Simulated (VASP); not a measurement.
Crystal: SnSe2.

```xyz
3
Lattice="3.8110 0.0000 0.0000 -1.9055 3.3004 0.0000 0.0000 0.0000 6.1360" Properties=species:S:1:pos:R:3 pbc="T T T"
Sn    0.0000    0.0000    0.0000
Se    0.0000    2.2003    1.5279
Se    1.9055    1.1001    4.6081
```

- Program: VASP 6.6.1
- Task: relaxation of cell and atoms
- Functional: r2SCAN
- Potentials or basis: VASP PAW PBE potentials, release 64 (Sn_d, Se)
- Cutoff: 600 eV
- k mesh: 6 × 6 × 4
- Occupations: gaussian, width 0.01 eV
- Spin: no spin polarisation

At the start: pressure 3.7 GPa; volume 25.73 Å³/atom.

Task: Where does the relaxation end?

Result: Over 12 steps the energy falls by 17.5 meV/atom and the volume is 27.78 Å³/atom (+8.0 %); space group P-3m1 (No. 164, to 0.1 Å) before and after.

The path:
```tsv
step	energy change (eV)	largest force (eV/Å)	pressure (GPa)	volume (Å³)
1	0.0000	0.5267	3.68	77.18
2	-0.0065	0.5208	-2.87	83.97
3	-0.0451	0.0505	-0.03	80.58
4	-0.0451	0.0400	0.04	80.51
5	-0.0463	0.0574	0.07	80.56
6	-0.0475	0.0989	0.16	80.66
7	-0.0485	0.0927	0.11	80.94
8	-0.0508	0.0740	-0.03	81.78
9	-0.0523	0.0379	-0.24	83.47
10	-0.0506	0.1289	0.67	82.98
11	-0.0526	0.0056	-0.01	83.34
12	-0.0526	0.0048	-0.01	83.34
```

Final structure:
```cif
data_structure
_symmetry_space_group_name_H-M 'P 1'
_symmetry_Int_Tables_number 1
_cell_length_a 3.8459
_cell_length_b 3.8459
_cell_length_c 6.5062
_cell_angle_alpha 90.000
_cell_angle_beta 90.000
_cell_angle_gamma 120.000
_cell_volume 83.34
loop_
_atom_site_label
_atom_site_type_symbol
_atom_site_fract_x
_atom_site_fract_y
_atom_site_fract_z
_atom_site_occupancy
Sn1 Sn 0.00000 0.00000 0.00000 1
Se1 Se 0.33333 0.66667 0.24162 1
Se2 Se 0.66667 0.33333 0.75838 1
```

Caveat: the PAW data sets were made with another functional, which shifts forces and pressure a little.
